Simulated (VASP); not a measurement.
Runs of VASP 6.6.1 on LiH. The structure is that of space group Fm-3m (No. 225), or close to it. The cells are those of the table. 

```csv
cell,gap on the mesh (eV)
"a = 2.759 Å, angles 60.0°, 2 atoms",(b)
"a = 2.989 Å, angles 60.0°, 2 atoms",3.07
"a = 2.762, b = 2.762, c = 2.644 Å, angles 61.4, 61.4, 57.2°, 2 atoms",(a)
"a = 3.047, b = 3.047, c = 2.989 Å, angles 60.6, 60.6, 58.7°, 2 atoms",2.72
"a = 2.644 Å, angles 60.0°, 2 atoms",2.78
```

Alike in all rows: task single point; level PBE; potentials or basis VASP PAW PBE potentials, release 64 (Li_sv, H); no spin polarisation; k mesh 10 × 10 × 10; cutoff (eV) 520; smearing gaussian 0.05 eV.

Q: Estimate the missing entries.

A: (a) 1.88; (b) 2.91.

A k mesh can miss the band edges.
